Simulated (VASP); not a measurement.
# Al2Ru (Fddd) in VASP: further runs

The runs below take Al2Ru through single point, with LDA.

All numbers are computed with VASP 6.6.1; they aren't measurements. Logs are shortened: lines on timing, memory, paths and dates and some standing lists are left out, and cuts for length are marked.

## (1) The cell of the first run

It takes space group Fddd (No. 70, orthorhombic). Conventional cell: a = 4.981 Å, b = 7.960 Å, c = 8.751 Å, α = 90.00°, β = 90.00°, γ = 90.00°. Al (site symmetry 2) has 5 Ru at 2.59 to 2.84 Å and 9 Al at 2.62 to 3.21 Å within 3.4 Å. Ru (site symmetry 222) has 10 Al at 2.59 to 2.84 Å and 4 Ru at 3.21 Å within 3.4 Å.

## (2) Single point, LDA (14.46 Å³/atom)

File INCAR:

```
SYSTEM = Al2Ru
ALGO = Normal
EDIFF = 1E-6
ENCUT = 520
GGA = CA
ISIF = 2
ISMEAR = 0
LASPH = .TRUE.
LCHARG = .FALSE.
LREAL = .FALSE.
LWAVE = .FALSE.
NBANDS = 29
NELM = 60
PREC = Accurate
SIGMA = 0.03
```

File KPOINTS:

```
k-points
0
G
  10 10 10
  0 0 0
```

File POSCAR:

```
Al2Ru
1.0
    0.0000000000      3.9800368466      4.3755547022
    2.4906302856      0.0000000000      4.3755547022
    2.4906302856      3.9800368466      0.0000000000
Al Ru
4 2
Direct
    0.0788992938      0.4211007062      0.0788992938
    0.4211007062      0.0788992938      0.4211007062
    0.1711007062      0.8288992938      0.1711007062
    0.8288992938      0.1711007062      0.8288992938
    0.7500000000      0.7500000000      0.7500000000
    0.5000000000      0.5000000000      0.5000000000
```

Potentials or basis: VASP PAW LDA potentials, release 64 (Al, Ru_pv).

Run with:

```console
$ cat potpaw_LDA.64/Al/POTCAR potpaw_LDA.64/Ru_pv/POTCAR > POTCAR
$ mpirun -np 1 vasp_std > vasp.out
```

OUTCAR:

```text
SYSTEM = Al2Ru
   EDIFF = 1E-6
   ENCUT = 520
   GGA = CA
   ISIF = 2
   ISMEAR = 0
   LASPH = .TRUE.
   LREAL = .FALSE.
   NELM = 60
   PREC = Accurate

 ion  position               nearest neighbor table
   1  0.079  0.421  0.079-   6 2.59   6 2.59   5 2.62   3 2.62   3 2.62   2 2.72   2 2.79   2 2.79
                             5 2.84   5 2.84   4 3.21   4 3.21   4 3.21   4 3.21
   2  0.421  0.079  0.421-   6 2.59   6 2.59   5 2.62   4 2.62   4 2.62   1 2.72   1 2.79   1 2.79
                             5 2.84   5 2.84   3 3.21   3 3.21   3 3.21   3 3.21
   3  0.171  0.829  0.171-   5 2.59   5 2.59   6 2.62   1 2.62   1 2.62   4 2.72   4 2.79   4 2.79
                             6 2.84   6 2.84   2 3.21   2 3.21   2 3.21   2 3.21
   4  0.829  0.171  0.829-   5 2.59   5 2.59   6 2.62   2 2.62   2 2.62   3 2.72   3 2.79   3 2.79
                             6 2.84   6 2.84   1 3.21   1 3.21   1 3.21   1 3.21
   5  0.750  0.750  0.750-   4 2.59   3 2.59   4 2.59   3 2.59   1 2.62   2 2.62   2 2.84   2 2.84
                             1 2.84   1 2.84   6 3.21   6 3.21   6 3.21   6 3.21
   6  0.500  0.500  0.500-   1 2.59   2 2.59   1 2.59   2 2.59   3 2.62   4 2.62   3 2.84   3 2.84
                             4 2.84   4 2.84   5 3.21   5 3.21   5 3.21   5 3.21

  LATTYP: Found a face centered orthorhombic cell.
 ALAT       =     4.9812605712
 B/A-ratio  =     1.5980038746
 C/A-ratio  =     1.7568061898

  Lattice vectors:

 A1 = (   0.0000000000,   3.9800368466,   4.3755547022)
 A2 = (   2.4906302856,   0.0000000000,   4.3755547022)
 A3 = (   2.4906302856,   3.9800368466,   0.0000000000)

Analysis of symmetry for initial positions (statically):
=====================================================================
 Subroutine PRICEL returns:
 Original cell was already a primitive cell.

 Routine SETGRP: Setting up the symmetry group for a
 face centered orthorhombic supercell.

 Subroutine GETGRP returns: Found  8 space group operations
 (whereof  4 operations were pure point group operations)
 out of a pool of  8 trial point group operations.

The static configuration has the point symmetry D_2 .
 The point group associated with its full space group is D_2h.

Analysis of symmetry for dynamics (positions and initial velocities):
=====================================================================
 Subroutine PRICEL returns:
 Original cell was already a primitive cell.

 Routine SETGRP: Setting up the symmetry group for a
 face centered orthorhombic supercell.

 Subroutine GETGRP returns: Found  8 space group operations
 (whereof  4 operations were pure point group operations)
 out of a pool of  8 trial point group operations.

The dynamic configuration has the point symmetry D_2 .
 The point group associated with its full space group is D_2h.

 Subroutine INISYM returns: Found  8 space group operations
 (whereof  4 operations are pure point group operations),
 and found     1 'primitive' translations

----------------------------------------------------------------------------------------

                                     Primitive cell

  volume of cell :      86.7480

  direct lattice vectors                    reciprocal lattice vectors
     0.000000000  3.980036847  4.375554702    -0.200752397  0.125626978  0.114271226
     2.490630286  0.000000000  4.375554702     0.200752397 -0.125626978  0.114271226
     2.490630286  3.980036847  0.000000000     0.200752397  0.125626978 -0.114271226

  length of vectors
     5.914911010  5.034751054  4.695096646     0.262947857  0.262947857  0.262947857

  position of ions in fractional coordinates (direct lattice)
     0.078899294  0.421100706  0.078899294
     0.421100706  0.078899294  0.421100706
     0.171100706  0.828899294  0.171100706
     0.828899294  0.171100706  0.828899294
     0.750000000  0.750000000  0.750000000
     0.500000000  0.500000000  0.500000000

  ion indices of the primitive-cell ions
   primitive index   ion index
                 1           1
                 2           2
                 3           3
                 4           4
                 5           5
                 6           6

----------------------------------------------------------------------------------------

 KPOINTS: k-points

Automatic generation of k-mesh.
 Grid dimensions read from file:
 generate k-points for:   10   10   10

 Generating k-lattice:

  Cartesian coordinates                     Fractional coordinates (reciprocal lattice)
    -0.020075240  0.012562698  0.011427123     0.100000000  0.000000000  0.000000000
     0.020075240 -0.012562698  0.011427123    -0.000000000  0.100000000 -0.000000000
     0.020075240  0.012562698 -0.011427123     0.000000000  0.000000000  0.100000000

  Length of vectors
     0.026294786  0.026294786  0.026294786

  Shift w.r.t. Gamma in fractional coordinates (k-lattice)
     0.000000000  0.000000000  0.000000000

 Subroutine IBZKPT returns following result:
 ===========================================

 Found    171 irreducible k-points:

 Following reciprocal coordinates:
            Coordinates               Weight
  0.000000  0.000000  0.000000      1.000000
  0.100000  0.000000  0.000000      8.000000
  0.200000  0.000000  0.000000      8.000000
  0.300000  0.000000  0.000000      8.000000
  0.400000  0.000000  0.000000      8.000000
  0.500000  0.000000  0.000000      4.000000
[... 16 lines left out ...]
  0.300000  0.300000  0.000000      2.000000
  0.400000  0.300000  0.000000      8.000000
 [... further k-points ...]
   k-points           NKPTS =    171   k-points in BZ     NKDIM =    171   number of bands    NBANDS=     29
   number of dos      NEDOS =    301   number of ions     NIONS =      6
   total plane-waves  NPLWV =  69120
   dimension x,y,z NGX =    48 NGY =   40 NGZ =   36
   dimension x,y,z NGXF=    96 NGYF=   80 NGZF=   72
   ions per type =               4   2
   NGX,Y,Z   is equivalent  to a cutoff of  13.49, 13.21, 12.75 a.u.
   NGXF,Y,Z  is equivalent  to a cutoff of  26.98, 26.42, 25.49 a.u.
 SYSTEM =  Al2Ru
   PREC   = accura    normal or accurate (medium, high low for compatibility)
   ISTART =      0    job   : 0-new  1-cont  2-samecut
   ICHARG =      2    charge: 1-file 2-atom 10-const
   ISPIN  =      1    spin polarized calculation?
   LNONCOLLINEAR =      F non collinear calculations
   LSORBIT =      F    spin-orbit coupling
   LASPH  =      T    aspherical Exc in radial PAW
   ENCUT  =  520.0 eV  38.22 Ry    6.18 a.u.  11.00  9.36  8.73*2*pi/ulx,y,z
   NELM   =     60;   NELMIN=  2; NELMDL= -5     # of ELM steps
   EDIFF  = 0.1E-05   stopping-criterion for ELM
   LREAL  =      F    real-space projection
[... 7 lines left out ...]
   TEBEG  =    0.0;   TEEND  =   0.0 temperature during run
   PSTRESS=    0.0 pullay stress
   NELECT =      40.0000    total number of electrons
   NUPDOWN=      -1.0000    fix difference up-down
   EMIN   =  10.00;   EMAX   =-10.00  energy-range for DOS
   EFERMI =   0.00;   METHOD = LEGACY
   ISMEAR =     0;   SIGMA  =   0.03  broadening in eV -4-tet -1-fermi 0-gaus
   EFERMI_NEDOS =   21; number of points for ismear=-14 and -15
   IALGO  =     38    algorithm
   IMIX   =      4    mixing-type and parameters
     AMIX     =   0.40;   BMIX     =  1.00
     AMIX_MAG =   1.60;   BMIX_MAG =  1.00
  volume/ion in A,a.u.               =      14.46        97.57
  Fermi-wavevector in a.u.,A,eV,Ry     =   1.264761  2.390051 21.764144  1.599619
  Thomas-Fermi vector in A             =   2.398049
   LORBIT       =      0    0 simple, 1 ext, 2 COOP (PROOUT), +10 PAW based schemes
   GGA     = CA    functional components
   LHFCALC =     F    Hartree Fock is set to
   AEXX    =    0.0000 exact exchange contribution
   IVDW    =     0    specifies the selected vdW correction
   LEPSILON=     F    determine dielectric tensor
   LRPA    =     F    only Hartree local field effects (RPA)
 non-spin polarized calculation
 Gauss-broadening in eV      SIGMA  =   0.03
  energy-cutoff  :      520.00
  volume of cell :       86.75
 maximum number of plane-waves:      2356
 NGX is ok and might be reduce to    48
   NGX = 21   NGY = 19   NGZ = 17

 number of electron      39.9999998 magnetization

 Free energy of the ion-electron system (eV)
  ---------------------------------------------------
  ext. energy  EPLUGINS =         0.00000000
  ---------------------------------------------------
  free energy    TOTEN  =       -41.99336429 eV

  energy without entropy =      -41.99336429  energy(sigma->0) =      -41.99336429

 E-fermi :   9.7192     XC(G=0): -11.8708

 val. band max:        9.5892561403   @ k =   0.0000   0.0000   0.0000
 cond. band min:       9.8843231053   @ k =   0.0000   0.4000   0.4000
 fundamental gap:      0.2950669650
 Fermi energy:         9.7191994622

 k-point     1 :       0.0000    0.0000    0.0000
  band No.  band energies     occupation
      1     -32.6114      2.00000
      2     -32.5344      2.00000
      3     -32.5327      2.00000
      4     -32.5088      2.00000
      5     -32.4953      2.00000
      6     -32.4725      2.00000
[... 21 lines left out ...]
     28      13.2514      0.00000
     29      14.1351      0.00000

 k-point     2 :       0.1000    0.0000    0.0000
  band No.  band energies     occupation
      1     -32.6106      2.00000
      2     -32.5409      2.00000
      3     -32.5278      2.00000
      4     -32.5082      2.00000
      5     -32.4951      2.00000
      6     -32.4729      2.00000
[... 21 lines left out ...]
     28      13.8610      0.00000
     29      14.5011      0.00000

 k-point     3 :       0.2000    0.0000    0.0000
  band No.  band energies     occupation
      1     -32.6081      2.00000
      2     -32.5488      2.00000
      3     -32.5248      2.00000
      4     -32.5059      2.00000
      5     -32.4947      2.00000
      6     -32.4741      2.00000
[... 638 lines left out ...]
      5     -32.4867      2.00000
      6     -32.4728      2.00000
[... 21 lines left out ...]
     28      14.2266      0.00000
     29      14.8987      0.00000

 k-point    24 :       0.4000    0.3000    0.0000
  band No.  band energies     occupation
      1     -32.5912      2.00000
      2     -32.5573      2.00000
      3     -32.5307      2.00000
      4     -32.5198      2.00000
      5     -32.4845      2.00000
      6     -32.4740      2.00000
[... 21 lines left out ...]
     28      14.5257      0.00000
     29      15.4374      0.00000

 [... further k-points ...]

------------------------ aborting loop because EDIFF is reached ----------------------------------------

  FORCE on cell =-STRESS in cart. coord.  units (eV):
  Direction    XX          YY          ZZ          XY          YZ          ZX
  --------------------------------------------------------------------------------------
  -------------------------------------------------------------------------------------
  Total      -11.4390038     -3.1017115     -4.4994376      0.0000000      0.0000000      0.0000000
  in kB     -211.2707222    -57.2865302    -83.1015920      0.0000000      0.0000000      0.0000000
  external PRESSURE =    -117.2196148 kB  Pullay stress =       0.0000000 kB

 VOLUME and BASIS-vectors are now :
 -----------------------------------------------------------------------------
  energy-cutoff  :      520.00
  volume of cell :       86.75
      direct lattice vectors                 reciprocal lattice vectors
     0.000000000  3.980036847  4.375554702    -0.200752397  0.125626978  0.114271226
     2.490630286  0.000000000  4.375554702     0.200752397 -0.125626978  0.114271226
     2.490630286  3.980036847  0.000000000     0.200752397  0.125626978 -0.114271226

 POSITION                                       TOTAL-FORCE (eV/Angst)
 -----------------------------------------------------------------------------------
      1.24532      0.62804      2.18778         0.000000     -0.363437     -0.000000
      1.24532      3.35199      2.18778         0.000000      0.363437     -0.000000
      2.49063      1.36197      4.37555         0.000000      0.363437      0.000000
      2.49063      6.59810      4.37555         0.000000     -0.363437      0.000000
      3.73595      5.97006      6.56333         0.000000      0.000000     -0.000000
      2.49063      3.98004      4.37555        -0.000000      0.000000      0.000000
 -----------------------------------------------------------------------------------
    total drift:                               -0.000000     -0.000000     -0.000000

  FREE ENERGIE OF THE ION-ELECTRON SYSTEM (eV)
  ---------------------------------------------------
  free  energy   TOTEN  =       -41.9933642850 eV

  energy  without entropy=      -41.9933642850  energy(sigma->0) =      -41.99336429
```

Run time: 9.5 min. Hardware: 1 thread of Intel Xeon 8259CL, shared host; peak memory 0.46 GiB.

Results:

| Quantity | Value |
| --- | --- |
| Free energy | -41.9934 eV |
| Pressure | -11.7 GPa |
| Largest force | 0.363 eV/Å |

Forces in eV/Å, atoms in the order of the input:
```
Al   0.000 -0.363  0.000
Al   0.000  0.363  0.000
Al   0.000  0.363  0.000
Al   0.000 -0.363  0.000
Ru   0.000  0.000  0.000
Ru   0.000  0.000  0.000
```

Caveat: the cell stands under tension.

(Part 1 of 2 ends here.)
